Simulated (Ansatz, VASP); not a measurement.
**SiO2: VASP beside Ansatz**

Contents of INCAR:

```
ALGO = Normal ; EDIFF = 1E-7
ENCUT = 520 ; GGA = PE
ISIF = 2 ; ISMEAR = 0
LASPH = True ; LCHARG = True
LELF = True ; LREAL = False
LVHAR = True ; LWAVE = False
NBANDS = 25 ; NELM = 80
PREC = Accurate ; SIGMA = 0.05
```

The input KPOINTS:

```
k-points
0
Gamma
  6 6 8
```

Contents of POSCAR:

```
SiO2
1.0
    4.2358788249      0.0000000000      0.0000000000
    0.0000000000      4.2358788249      0.0000000000
    0.0000000000      0.0000000000      2.7705000000
Si O
2 4
Direct
    0.5000000000      0.5000000000      0.5000000000
    0.0000000000      0.0000000000      0.0000000000
    0.6930127928      0.6930127928      0.0000000000
    0.1930127928      0.8069872072      0.5000000000
    0.3069872072      0.3069872072      0.0000000000
    0.8069872072      0.1930127928      0.5000000000
```

Input for Ansatz:

```yaml
crystal:
  lattice:
    - [4.2358788249, 0.0, 0.0]
    - [0.0, 4.2358788249, 0.0]
    - [0.0, 0.0, 2.7705]
  atoms:
    - { symbol: Si, position: [0.5, 0.5, 0.5] }
    - { symbol: Si, position: [0.0, 0.0, 0.0] }
    - { symbol: O, position: [0.6930127928, 0.6930127928, 0.0] }
    - { symbol: O, position: [0.1930127928, 0.8069872072, 0.5] }
    - { symbol: O, position: [0.3069872072, 0.3069872072, 0.0] }
    - { symbol: O, position: [0.8069872072, 0.1930127928, 0.5] }
basis:
  ecutwfc: 520.0
kpoints:
  mp_grid: { grid: [6, 6, 8] }
hamiltonian:
  xc: pbe
  pseudopotentials: { kind: paw, azcp: { folder: soft_1 } }
scf:
  occupations: { method: gaussian, width: 0.05 }
output:
  forces: true
  stress: true
  eigenvalues: true
```

Alike in both runs: task single point; functional PBE; k mesh 6 × 6 × 8; occupations gaussian, width 0.05 eV; no spin polarisation.

```csv
,VASP,Ansatz
version,VASP 6.6.1,Ansatz 0.2.0
potentials or method,"VASP PAW PBE potentials, release 64 (Si, O), cutoff 520 eV","scalar-relativistic, plane waves, PAW"
valence electrons in the cell,32,32
```

|  | VASP | Ansatz | Ansatz less VASP |
| --- | --- | --- | --- |
| gap on the k mesh at the Fermi level (eV) | 4.41 | 4.43 | +0.021 |
| least direct gap on the mesh (eV) | 4.41 | 4.43 | +0.021 |
| pressure (GPa) | -9.3 | -9.5 | -0.23 |
| traceless stress, the component that is largest in VASP (GPa) | -8.75 | -9.13 | -0.379 |
| rms of the force components (eV/Å) | 0.025 | 0.019 | -0.0058 |

Atom by atom the forces differ by 0.006 eV/Å (rms over components).
